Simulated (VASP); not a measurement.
# BN (Cm) in VASP: further runs

Runs on BN. Level: PBE+D3(BJ). Tasks: single point.

All numbers are computed with VASP 6.6.1; they aren't measurements. Logs are shortened: lines on timing, memory, paths and dates and some standing lists are left out, and cuts for length are marked.

## Step 1: The cell of the first run

Symmetry: Cm, No. 8, monoclinic system. Conventional cell: a = 4.341 Å, b = 2.506 Å, c = 3.599 Å, α = 90.00°, β = 113.71°, γ = 90.00°. B (site symmetry m) has 2 N at 1.27 Å within 1.7 Å. Within 1.7 Å of N (site symmetry m) lie 2 B at 1.27 Å.

## Step 2: Single point, PBE+D3(BJ)

INCAR

```
SYSTEM = BN
PREC = Accurate
ENCUT = 600
EDIFF = 1E-6
ISMEAR = 0
SIGMA = 0.05
LREAL = .False.
LASPH = .True.
NELM = 120
ALGO = Normal
ISIF = 2
LWAVE = .False.
LCHARG = .False.
GGA = PE
IVDW = 12
NBANDS = 11
GGA_COMPAT = .False.
```

KPOINTS

```
Automatic mesh
0
Gamma
  12 12 12
  0 0 0
```

POSCAR

```
BN
1.0
    1.2530568997      0.7234527383      3.2948845324
   -1.2530568997      0.7234527383      3.2948845324
    0.0000000000     -1.4469054767      3.2948845324
B N
1 1
Direct
    1.2301758798      0.8846115083      0.8846115083
    0.3327354554      0.3327354554      0.3327354554
```

Potentials or basis: VASP PAW PBE potentials, release 64 (B, N).

On the command line:

```
$ cat potpaw_PBE.64/B/POTCAR potpaw_PBE.64/N/POTCAR > POTCAR
$ mpirun -np 1 vasp_std > vasp.out
```

OUTCAR:

```text
SYSTEM = BN
   PREC = Accurate
   ENCUT = 600
   EDIFF = 1E-6
   ISMEAR = 0
   LREAL = .False.
   LASPH = .True.
   NELM = 120
   ISIF = 2
   GGA = PE
   IVDW = 12
 IVDW          = 12

 ion  position               nearest neighbor table
   1  0.230  0.885  0.885-   2 1.27   2 1.27   2 1.95
   2  0.333  0.333  0.333-   1 1.27   1 1.27   1 1.95

  LATTYP: Found a trigonal (rhomboedric) cell.
 ALAT       =     3.5985829906
 COS(alpha) =     0.7575017916

  Lattice vectors:

 A1 = (   1.2530568997,   0.7234527383,   3.2948845324)
 A2 = (  -1.2530568997,   0.7234527383,   3.2948845324)
 A3 = (   0.0000000000,  -1.4469054767,   3.2948845324)

Analysis of symmetry for initial positions (statically):
=====================================================================
 Subroutine PRICEL returns:
 Original cell was already a primitive cell.

 Routine SETGRP: Setting up the symmetry group for a
 trigonal (rhombohedral) supercell.

 Subroutine GETGRP returns: Found  2 space group operations
 (whereof  2 operations were pure point group operations)
 out of a pool of 12 trial point group operations.

The static configuration has the point symmetry C_1h.

Analysis of symmetry for dynamics (positions and initial velocities):
=====================================================================
 Subroutine PRICEL returns:
 Original cell was already a primitive cell.

 Routine SETGRP: Setting up the symmetry group for a
 trigonal (rhombohedral) supercell.

 Subroutine GETGRP returns: Found  2 space group operations
 (whereof  2 operations were pure point group operations)
 out of a pool of 12 trial point group operations.

The dynamic configuration has the point symmetry C_1h.

 Subroutine INISYM returns: Found  2 space group operations
 (whereof  2 operations are pure point group operations),
 and found     1 'primitive' translations

----------------------------------------------------------------------------------------

                                     Primitive cell

  volume of cell :      17.9214

  direct lattice vectors                    reciprocal lattice vectors
     1.253056900  0.723452738  3.294884532     0.399024178  0.230376717  0.101166924
    -1.253056900  0.723452738  3.294884532    -0.399024178  0.230376717  0.101166924
     0.000000000 -1.446905477  3.294884532     0.000000000 -0.460753434  0.101166924

  length of vectors
     3.598582991  3.598582991  3.598582991     0.471729237  0.471729237  0.471729237

  position of ions in fractional coordinates (direct lattice)
     0.230175880  0.884611508  0.884611508
     0.332735455  0.332735455  0.332735455
[... 88 lines left out ...]
   NELECT =       8.0000    total number of electrons
   NUPDOWN=      -1.0000    fix difference up-down
   EMIN   =  10.00;   EMAX   =-10.00  energy-range for DOS
   EFERMI =   0.00;   METHOD = LEGACY
   ISMEAR =     0;   SIGMA  =   0.05  broadening in eV -4-tet -1-fermi 0-gaus
   EFERMI_NEDOS =   21; number of points for ismear=-14 and -15
   IALGO  =     38    algorithm
   IMIX   =      4    mixing-type and parameters
     AMIX     =   0.40;   BMIX     =  1.00
     AMIX_MAG =   1.60;   BMIX_MAG =  1.00
  volume/ion in A,a.u.               =       8.96        60.47
  Fermi-wavevector in a.u.,A,eV,Ry     =   1.251163  2.364356 21.298693  1.565410
  Thomas-Fermi vector in A             =   2.385124
   LORBIT       =      0    0 simple, 1 ext, 2 COOP (PROOUT), +10 PAW based schemes
   GGA     = PE    functional components
   LHFCALC =     F    Hartree Fock is set to
   AEXX    =    0.0000 exact exchange contribution
   IVDW    =    12    specifies the selected vdW correction
   LEPSILON=     F    determine dielectric tensor
   LRPA    =     F    only Hartree local field effects (RPA)
 non-spin polarized calculation
 Gauss-broadening in eV      SIGMA  =   0.05
  energy-cutoff  :      600.00
  volume of cell :       17.92
 maximum number of plane-waves:       613
 NGX is ok and might be reduce to    30
   NGX = 15   NGY = 15   NGZ = 15

 number of electron       8.0000000 magnetization

 Free energy of the ion-electron system (eV)
  ---------------------------------------------------
  ext. energy  EPLUGINS =         0.00000000
  ---------------------------------------------------
  free energy    TOTEN  =       -15.18192801 eV

  energy without entropy =      -15.18192801  energy(sigma->0) =      -15.18192801

 E-fermi :   4.3497     XC(G=0): -10.0554

 val. band max:        4.0731913045   @ k =   0.0000   0.0000   0.0000
 cond. band min:       5.2492284934   @ k =   0.5000   0.5000   0.0000
 fundamental gap:      1.1760371889
 Fermi energy:         4.3496836422

 k-point     1 :       0.0000    0.0000    0.0000
  band No.  band energies     occupation
      1     -15.5246      2.00000
      2      -3.9117      2.00000
      3      -2.1272      2.00000
      4       4.0732      2.00000
      5       7.4133      0.00000
      6      12.3950      0.00000
      7      16.2191      0.00000
      8      16.9425      0.00000
      9      22.1149      0.00000
     10      25.7618      0.00000
     11      28.8866      0.00000
[... 309 lines left out ...]
 k-point    24 :      -0.0833   -0.3333    0.0000
  band No.  band energies     occupation
      1     -14.2550      2.00000
      2      -5.5659      2.00000
      3      -0.2098      2.00000
      4       2.2691      2.00000
      5       8.7329      0.00000
      6       9.6196      0.00000
      7      11.7251      0.00000
      8      19.1933      0.00000
      9      22.3860      0.00000
     10      24.7991      0.00000
     11      27.0957      0.00000

 [... further k-points ...]

------------------------ aborting loop because EDIFF is reached ----------------------------------------

 Edisp (eV)   -0.28987

 E8    (eV) :    -0.0850

  FORCE on cell =-STRESS in cart. coord.  units (eV):
  Direction    XX          YY          ZZ          XY          YZ          ZX
  --------------------------------------------------------------------------------------
  -------------------------------------------------------------------------------------
  Total       6.34344     9.51525    -0.04934    -2.74687     0.01000     0.01732
  in kB     567.10435   850.66471    -4.41102  -245.57048     0.89394     1.54836
  external pressure =      471.12 kB  Pullay stress =        0.00 kB

 VOLUME and BASIS-vectors are now :
 -----------------------------------------------------------------------------
  energy-cutoff  :      600.00
  volume of cell :       17.92
      direct lattice vectors                 reciprocal lattice vectors
     1.253056900  0.723452738  3.294884532     0.399024178  0.230376717  0.101166924
    -1.253056900  0.723452738  3.294884532    -0.399024178  0.230376717  0.101166924
     0.000000000 -1.446905477  3.294884532     0.000000000 -0.460753434  0.101166924

 POSITION                                       TOTAL-FORCE (eV/Angst)
 -----------------------------------------------------------------------------------
     -0.82005     -0.47345      6.58779        -3.748544     -2.164223      0.007072
      0.00000     -0.00000      3.28897         3.748544      2.164223     -0.007072
 -----------------------------------------------------------------------------------
    total drift:                                0.000043      0.000025     -0.000033

  FREE ENERGIE OF THE ION-ELECTRON SYSTEM (eV)
  ---------------------------------------------------
  free  energy   TOTEN  =       -15.4718004020 eV

  energy  without entropy=      -15.4718004020  energy(sigma->0) =      -15.47180040
```

stdout:

```text
POSCAR found type information on POSCAR B N
 POSCAR found :  2 types and       2 ions
 scaLAPACK will be used
 LDA part: xc-table for (Slater+PW92), standard interpolation
 POSCAR, INCAR and KPOINTS ok, starting setup
 FFT: planning ... GRIDC
 FFT: planning ... GRID_SOFT
 FFT: planning ... GRID
 WAVECAR not read
 entering main loop
```

Wall time 2.7 min (1 thread of Intel Xeon 6975P-C, shared host); peak memory 0.26 GiB.

Results:

```
Free energy                : -15.4718 eV
Pressure                   : 47.1 GPa
Largest force              : 4.328 eV/Å
Band gap on the k mesh     : 1.18 eV, indirect (least direct gap 3.34 eV)
Dispersion energy per atom : -0.145 eV
```

Forces on the atoms (eV/Å):
```
B   -3.749 -2.164  0.007
N    3.749  2.164 -0.007
```

Stress tensor (GPa, compression positive):
```
 56.71 -24.56   0.15
-24.56  85.07   0.09
  0.15   0.09  -0.44
```

Levels at points of the mesh, in eV from the valence-band top:
| k point | band 1 | band 2 | band 3 | band 4 | band 5 | band 6 | band 7 | band 8 |
| --- | --- | --- | --- | --- | --- | --- | --- | --- |
| (0.00, 0.00, 0.00) | -19.60 | -7.98 | -6.20 | 0.00 | 3.34 | 8.32 | 12.15 | 12.87 |
| (0.50, 0.00, 0.00) | -16.11 | -9.93 | -9.18 | -4.06 | 6.89 | 8.92 | 11.40 | 13.08 |
| (0.00, 0.50, 0.00) | -17.24 | -11.09 | -2.80 | -2.13 | 2.28 | 4.02 | 10.62 | 13.07 |
| (0.50, 0.50, 0.00) | -17.18 | -10.96 | -2.88 | -2.67 | 1.18 | 3.88 | 12.46 | 15.86 |
| (0.00, 0.50, 0.50) | -16.01 | -9.79 | -9.23 | -4.69 | 6.01 | 8.31 | 11.50 | 14.67 |
| (0.50, 0.50, 0.50) | -19.29 | -8.28 | -8.00 | -0.02 | 7.71 | 8.64 | 10.85 | 15.11 |

Caveat: the cell differs from its parent crystal (all B atoms moved -0.500 Å, as atom 1 towards its neighbour atom 2 (N) at 1.447 Å); forces of over 1 eV/Å act on the atoms, so gaps and moduli don't describe the material at rest. A k mesh can miss the band edges.

## Step 3: Single point, PBE+D3(BJ)

INCAR

```
SYSTEM = BN
  PREC = Accurate
  ENCUT = 600
  EDIFF = 1E-6
  ISMEAR = 0
  SIGMA = 0.05
  LREAL = .False.
  LASPH = .True.
  NELM = 120
  ALGO = Normal
  ISIF = 2
  LWAVE = .False.
  LCHARG = .True.
  GGA = PE
  IVDW = 12
  LELF = .True.
  LVHAR = .True.
  NBANDS = 11
  GGA_COMPAT = .False.
```

KPOINTS is that of step 2.

POSCAR: that of step 2 with these lines changed.

```diff
@@ -8,3 +8,3 @@
 Direct
-    1.2301758798      0.8846115083      0.8846115083
+    0.8268387932      1.0860120719      1.0860120719
     0.3327354554      0.3327354554      0.3327354554
```

Potentials or basis: VASP PAW PBE potentials, release 64 (B, N).

On the command line:

```
$ cat potpaw_PBE.64/B/POTCAR potpaw_PBE.64/N/POTCAR > POTCAR
$ mpirun -np 1 vasp_std > vasp.out
```

Wall time 2.5 min (1 thread of Intel Xeon 6975P-C, shared host); peak memory 0.26 GiB.

It converged, with:

```
Free energy                : -13.1430 eV
Pressure                   : 83.8 GPa
Largest force              : 34.153 eV/Å
Band gap on the k mesh     : 2.05 eV, indirect (least direct gap 3.96 eV)
Dispersion energy per atom : -0.142 eV
```

Forces on the atoms (eV/Å):
```
B    29.577  17.076   0.039
N   -29.577 -17.076  -0.039
```

Stress tensor (GPa, compression positive):
```
189.67 110.42   0.44
110.42  62.17   0.25
  0.44   0.25  -0.44
```

Levels at points of the mesh, in eV from the valence-band top:
```
           k point  band 1  band 2  band 3  band 4  band 5  band 6  band 7  band 8  band 9
(0.00, 0.00, 0.00)  -19.21   -6.01   -5.94    0.00    3.96    7.10   11.21   13.01   18.25
(0.50, 0.00, 0.00)  -17.04   -9.97   -4.32   -2.33    3.36    8.92   11.03   13.84   18.93
(0.00, 0.50, 0.00)  -16.47   -9.88   -5.28   -3.35    5.18    6.39   11.84   13.81   17.16
(0.50, 0.50, 0.00)  -16.39   -9.74   -5.29   -3.93    4.52    5.72   12.94   16.02   16.99
(0.00, 0.50, 0.50)  -16.98   -9.81   -4.40   -2.78    2.05    9.10   12.59   14.73   19.07
(0.50, 0.50, 0.50)  -18.92   -7.93   -5.93   -0.02    7.04    8.94    9.12   15.86   17.64
```

Caveat: the cell differs from its parent crystal (all B atoms moved +0.375 Å, as atom 1 towards its neighbour atom 2 (N) at 1.447 Å); forces of over 1 eV/Å act on the atoms, so gaps and moduli don't describe the material at rest.

## Step 4: Single point, PBE+D3(BJ)

INCAR

```
SYSTEM = BN
PREC = Accurate ; ENCUT = 600
EDIFF = 1E-6 ; ISMEAR = 0
SIGMA = 0.05 ; LREAL = .FALSE.
LASPH = .TRUE. ; NELM = 120
ALGO = Normal ; ISIF = 2
LWAVE = .FALSE. ; LCHARG = .TRUE.
GGA = PE ; IVDW = 12
LELF = .TRUE. ; LVHAR = .TRUE.
NBANDS = 11 ; GGA_COMPAT = .FALSE.
```

KPOINTS

```
regular mesh
0
G
  12 12 12
  0 0 0
```

POSCAR: that of step 3 with these lines changed.

```diff
@@ -8,3 +8,3 @@
 Direct
-    0.8268387932      1.0860120719      1.0860120719
+    1.1149367122      0.9421545264      0.9421545264
     0.3327354554      0.3327354554      0.3327354554
```

On the command line:

```
$ cat potpaw_PBE.64/B/POTCAR potpaw_PBE.64/N/POTCAR > POTCAR
$ mpirun -np 1 vasp_std > vasp.out
```

Wall time 2 min (1 thread of Intel Xeon 6975P-C, shared host); peak memory 0.27 GiB.

The run converged. Its results:

| Property | Result |
| --- | --- |
| Free energy | -16.9100 eV |
| Pressure | 17.4 GPa |
| Largest force | 6.206 eV/Å |
| Band gap on the k mesh | 2.08 eV, indirect (least direct gap 3.84 eV) |
| Dispersion energy per atom | -0.142 eV |

Forces in eV/Å, atoms in the order of the input:
```
B   -5.374 -3.103  0.001
N    5.374  3.103 -0.001
```

Stress tensor (GPa, compression positive):
```
 14.81 -19.69   0.03
-19.69  37.55   0.02
  0.03   0.02  -0.29
```

Levels at points of the mesh, in eV from the valence-band top:
```csv
k point,band 2,band 3,band 4,band 5,band 6,band 7
"(0.00, 0.00, 0.00)",-5.54,-5.48,0.00,3.83,7.44,12.05
"(0.50, 0.00, 0.00)",-9.74,-7.18,-2.91,5.93,8.45,11.87
"(0.00, 0.50, 0.00)",-10.56,-4.16,-1.70,3.18,7.11,11.49
"(0.50, 0.50, 0.00)",-10.42,-4.22,-2.30,2.08,6.97,13.09
"(0.00, 0.50, 0.50)",-9.60,-7.24,-3.56,4.80,8.36,12.57
"(0.50, 0.50, 0.50)",-7.68,-5.50,-0.01,7.03,9.03,11.27
```

Caveat: the cell differs from its parent crystal (all B atoms moved -0.250 Å, as atom 1 towards its neighbour atom 2 (N) at 1.447 Å); forces of over 1 eV/Å act on the atoms, so gaps and moduli don't describe the material at rest. A k mesh can miss the band edges.

[end of part 1 of 2]
